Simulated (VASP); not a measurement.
# AlN in VASP: a series of runs, part 2 of 2

VASP 6.6.1. Earlier steps stand in the parts before.

**3. Single point, LDA (equal xy, yz and zx shear strains of -3 %)**

INCAR

```
  ALGO = Normal
  EDIFF = 1E-6
  ENCUT = 520
  GGA = CA
  ISIF = 2
  ISMEAR = -1
  LASPH = True
  LCHARG = False
  LREAL = False
  LWAVE = False
  NBANDS = 11
  NELM = 60
  PREC = Accurate
  SIGMA = 0.02
```

KPOINTS

```
k-points
0
Gamma
  10 10 10
```

POSCAR

```
AlN
1.0
   -0.0593400000      1.9483300000      1.9483300000
    1.9483300000     -0.0593400000      1.9483300000
    1.9483300000      1.9483300000     -0.0593400000
Al N
1 1
Direct
    0.0000000000      0.0000000000      0.0000000000
    0.5000000000      0.5000000000      0.5000000000
```

Potentials or basis: VASP PAW LDA potentials, release 64 (Al, N).

The run is started by

```sh
> cat potpaw_LDA.64/Al/POTCAR potpaw_LDA.64/N/POTCAR > POTCAR
> mpirun -np 1 vasp_std > vasp.out
```

OUTCAR:

```text
EDIFF = 1E-6
   ENCUT = 520
   GGA = CA
   ISIF = 2
   ISMEAR = -1
   LASPH = True
   LREAL = False
   NELM = 60
   PREC = Accurate

 ion  position               nearest neighbor table
   1  0.000  0.000  0.000-   2 1.98   2 1.98   2 1.98   2 1.98   2 1.98   2 1.98
   2  0.500  0.500  0.500-   1 1.98   1 1.98   1 1.98   1 1.98   1 1.98   1 1.98

  LATTYP: Found a trigonal (rhomboedric) cell.
 ALAT       =     2.7559936164
 COS(alpha) =     0.4693254694

  Lattice vectors:

 A1 = (  -0.0593400000,   1.9483300000,   1.9483300000)
 A2 = (   1.9483300000,  -0.0593400000,   1.9483300000)
 A3 = (   1.9483300000,   1.9483300000,  -0.0593400000)

Analysis of symmetry for initial positions (statically):
=====================================================================
 Subroutine PRICEL returns:
 Original cell was already a primitive cell.

 Routine SETGRP: Setting up the symmetry group for a
 trigonal (rhombohedral) supercell.

 Subroutine GETGRP returns: Found 12 space group operations
 (whereof 12 operations were pure point group operations)
 out of a pool of 12 trial point group operations.

The static configuration has the point symmetry D_3d.

Analysis of symmetry for dynamics (positions and initial velocities):
=====================================================================
 Subroutine PRICEL returns:
 Original cell was already a primitive cell.

 Routine SETGRP: Setting up the symmetry group for a
 trigonal (rhombohedral) supercell.

 Subroutine GETGRP returns: Found 12 space group operations
 (whereof 12 operations were pure point group operations)
 out of a pool of 12 trial point group operations.

The dynamic configuration has the point symmetry D_3d.

 Subroutine INISYM returns: Found 12 space group operations
 (whereof 12 operations are pure point group operations),
 and found     1 'primitive' translations

----------------------------------------------------------------------------------------
[... 114 lines left out ...]
  volume/ion in A,a.u.               =       7.73        52.19
  Fermi-wavevector in a.u.,A,eV,Ry     =   1.314117  2.483320 23.495938  1.726903
  Thomas-Fermi vector in A             =   2.444392
   LORBIT       =      0    0 simple, 1 ext, 2 COOP (PROOUT), +10 PAW based schemes
   GGA     = CA    functional components
   LHFCALC =     F    Hartree Fock is set to
   AEXX    =    0.0000 exact exchange contribution
   IVDW    =     0    specifies the selected vdW correction
   LEPSILON=     F    determine dielectric tensor
   LRPA    =     F    only Hartree local field effects (RPA)
 non-spin polarized calculation
  energy-cutoff  :      520.00
  volume of cell :       15.47
 maximum number of plane-waves:       427
   NGX = 11   NGY = 11   NGZ = 11

 number of electron       8.0000001 magnetization

 Free energy of the ion-electron system (eV)
  ---------------------------------------------------
  ext. energy  EPLUGINS =         0.00000000
  ---------------------------------------------------
  free energy    TOTEN  =       -16.15762443 eV

  energy without entropy =      -16.15762443  energy(sigma->0) =      -16.15762443

 E-fermi :  11.3624     XC(G=0): -12.8878

 val. band max:       11.0235398129   @ k =   0.0000   0.0000   0.0000
 cond. band min:      15.1834558134   @ k =   0.5000   0.5000   0.0000
 fundamental gap:      4.1599160005
 Fermi energy:        11.3624307477

 k-point     1 :       0.0000    0.0000    0.0000
  band No.  band energies     occupation
      1      -7.4251      2.00000
      2      10.3939      2.00000
      3      10.3939      2.00000
      4      11.0235      2.00000
      5      17.2531      0.00000
      6      22.3423      0.00000
      7      22.3423      0.00000
      8      23.9539      0.00000
      9      28.0981      0.00000
     10      28.7535      0.00000
     11      28.7535      0.00000
[... 309 lines left out ...]
 k-point    24 :       0.4000    0.3000    0.0000
  band No.  band energies     occupation
      1      -4.1364      2.00000
      2       4.4652      2.00000
      3       7.3568      2.00000
      4       8.4821      2.00000
      5      17.0953      0.00000
      6      17.5681      0.00000
      7      23.3491      0.00000
      8      27.1194      0.00000
      9      27.4373      0.00000
     10      33.0494      0.00000
     11      35.9496      0.00000

 [... further k-points ...]
[... 5 lines left out ...]
  --------------------------------------------------------------------------------------
  -------------------------------------------------------------------------------------
  Total        1.3130251      1.3130251      1.3130251      0.9554406      0.9554406      0.9554406
  in kB      136.0100299    136.0100299    136.0100299     98.9695459     98.9695459     98.9695459
  external PRESSURE =     136.0100299 kB  Pullay stress =       0.0000000 kB

 VOLUME and BASIS-vectors are now :
 -----------------------------------------------------------------------------
  energy-cutoff  :      520.00
  volume of cell :       15.47
      direct lattice vectors                 reciprocal lattice vectors
    -0.059340000  1.948330000  1.948330000    -0.245193703  0.252896123  0.252896123
     1.948330000 -0.059340000  1.948330000     0.252896123 -0.245193703  0.252896123
     1.948330000  1.948330000 -0.059340000     0.252896123  0.252896123 -0.245193703

 POSITION                                       TOTAL-FORCE (eV/Angst)
 -----------------------------------------------------------------------------------
      0.00000      0.00000      0.00000        -0.000000     -0.000000      0.000000
      1.91866      1.91866      1.91866         0.000000      0.000000     -0.000000
 -----------------------------------------------------------------------------------
    total drift:                                0.000000      0.000000      0.000000

  FREE ENERGIE OF THE ION-ELECTRON SYSTEM (eV)
  ---------------------------------------------------
  free  energy   TOTEN  =       -16.1576244269 eV

  energy  without entropy=      -16.1576244269  energy(sigma->0) =      -16.15762443
```

Wall time 25 s (1 thread of Intel Xeon 8259CL, shared host); peak memory 0.1 GiB.

Results:

```
Free energy            : -16.1576 eV
Pressure               : 13.6 GPa
Band gap on the k mesh : 4.16 eV, indirect (least direct gap 6.23 eV)
```

Levels at points of the mesh, in eV from the valence-band top:
| k point | band 1 | band 2 | band 3 | band 4 | band 5 | band 6 | band 7 | band 8 | band 9 |
| --- | --- | --- | --- | --- | --- | --- | --- | --- | --- |
| (0.00, 0.00, 0.00) | -18.45 | -0.63 | -0.63 | 0.00 | 6.23 | 11.32 | 11.32 | 12.93 | 17.07 |
| (0.50, 0.00, 0.00) | -14.92 | -9.31 | -1.71 | -1.30 | 6.29 | 10.89 | 11.56 | 13.45 | 16.36 |
| (0.50, 0.50, 0.00) | -13.72 | -8.29 | -3.74 | -3.06 | 4.16 | 5.19 | 14.16 | 17.42 | 17.90 |
| (0.50, 0.50, 0.50) | -14.56 | -8.87 | -1.96 | -1.96 | 5.49 | 10.20 | 10.20 | 14.17 | 15.68 |

Caveat: the cell differs from its parent crystal (equal xy, yz and zx shear strains of -3 %). A k mesh can miss the band edges.

**4. Single point, LDA (equal xy, yz and zx shear strains of -1 %)**

INCAR

```
SYSTEM = AlN
  PREC = Accurate
  ENCUT = 520
  EDIFF = 1E-7
  ISMEAR = -1
  SIGMA = 0.02
  LREAL = .False.
  LASPH = .True.
  NELM = 60
  ALGO = Normal
  ISIF = 2
  LWAVE = .False.
  LCHARG = .False.
  GGA = CA
  NBANDS = 11
```

KPOINTS

```
regular mesh
0
Gamma
  10 10 10
  0 0 0
```

POSCAR

```
AlN
1.0
   -0.0197800000      1.9681100000      1.9681100000
    1.9681100000     -0.0197800000      1.9681100000
    1.9681100000      1.9681100000     -0.0197800000
Al N
1 1
Direct
    0.0000000000      0.0000000000      0.0000000000
    0.5000000000      0.5000000000      0.5000000000
```

The run is started by

```sh
> cat potpaw_LDA.64/Al/POTCAR potpaw_LDA.64/N/POTCAR > POTCAR
> mpirun -np 1 vasp_std > vasp.out
```

Wall time 33 s (1 thread of Intel Xeon 8259CL, shared host); peak memory 0.11 GiB.

Results (log left out):

- Free energy: -16.1976 eV
- Pressure: 13.3 GPa
- Band gap on the k mesh: 4.77 eV, indirect (least direct gap 6.59 eV)

Stress tensor (GPa, compression positive):
```
13.28  3.40  3.40
 3.40 13.28  3.40
 3.40  3.40 13.28
```

Levels at points of the mesh, in eV from the valence-band top:
| k point | band 1 | band 2 | band 3 | band 4 | band 5 | band 6 | band 7 | band 8 |
| --- | --- | --- | --- | --- | --- | --- | --- | --- |
| (0.00, 0.00, 0.00) | -18.17 | -0.22 | -0.22 | 0.00 | 6.59 | 11.92 | 11.92 | 12.42 |
| (0.50, 0.00, 0.00) | -14.59 | -8.96 | -1.39 | -1.25 | 6.47 | 11.18 | 11.38 | 13.90 |
| (0.50, 0.50, 0.00) | -13.45 | -8.01 | -3.24 | -3.02 | 4.77 | 5.11 | 14.54 | 17.83 |
| (0.50, 0.50, 0.50) | -14.47 | -8.81 | -1.47 | -1.47 | 6.19 | 10.95 | 10.95 | 14.13 |

Caveat: the cell differs from its parent crystal (equal xy, yz and zx shear strains of -1 %). A k mesh can miss the band edges.

**5. Overview**

| cell | gap on the mesh (eV) | pressure (GPa) |
| --- | --- | --- |
| a = 2.840, b = 2.840, c = 2.881 Å, angles 59.5, 59.5, 61.0°, 2 atoms | 4.28 | -3.7 |
| a = 2.756 Å, angles 62.0°, 2 atoms | 4.16 | 13.6 |
| a = 2.783 Å, angles 60.7°, 2 atoms | 4.77 | 13.3 |

Alike in all rows: task single point; level LDA; potentials or basis VASP PAW LDA potentials, release 64 (Al, N); no spin polarisation; k mesh 10 × 10 × 10; cutoff (eV) 520; smearing fermi-dirac 0.02 eV.

Total energies depend on the potentials used, so only differences within one code and one set of settings carry meaning.
